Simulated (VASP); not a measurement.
Wanted: the native input for a VASP 6.6.1 run.

| Item | Value |
| --- | --- |
| Task | single point |
| Functional | PBEsol |
| Potentials or basis | VASP PAW PBE potentials, release 64 (Au) |
| Cutoff | 520 eV |
| k mesh | 12 × 12 × 12 |
| Occupations | fermi-dirac, width 0.06 eV |
| Spin | no spin polarisation |
| Dipole correction | no |
| Further INCAR settings | ALGO = Normal; EDIFF = 1e-06; NBANDS = 12 |

The structure of Au lies in POSCAR:

```
Au
1.0
    0.0000000000      2.0152475000      2.0152475000
    2.0152475000      0.0000000000      2.0152475000
    2.0152475000      2.0152475000      0.0000000000
Au
1
Direct
    0.0000000000      0.0000000000      0.0000000000
```

These files were run (other wordings do the same):

INCAR

```
PREC = Accurate
ENCUT = 520
EDIFF = 1E-6
ISMEAR = -1
SIGMA = 0.06
LREAL = F
LASPH = T
NELM = 100
ALGO = Normal
ISIF = 2
LWAVE = F
LCHARG = F
GGA = PS
NBANDS = 12
```

KPOINTS

```
Automatic mesh
0
Gamma
  12 12 12
```

Potentials or basis: VASP PAW PBE potentials, release 64 (Au).

Command:

```bash
$ cat potpaw_PBE.64/Au/POTCAR > POTCAR
$ mpirun -np 1 vasp_std > vasp.out
```

It gave:

```json
{
  "Pressure": "7.2 GPa"
}
```

Caveat: the PAW data sets were made with another functional, which shifts forces and pressure a little.

It took 5.8 s on 1 thread of Intel(R) Xeon(R) 6975P-C (Granite Rapids), with other jobs on the host, peak memory 0.15 GiB.
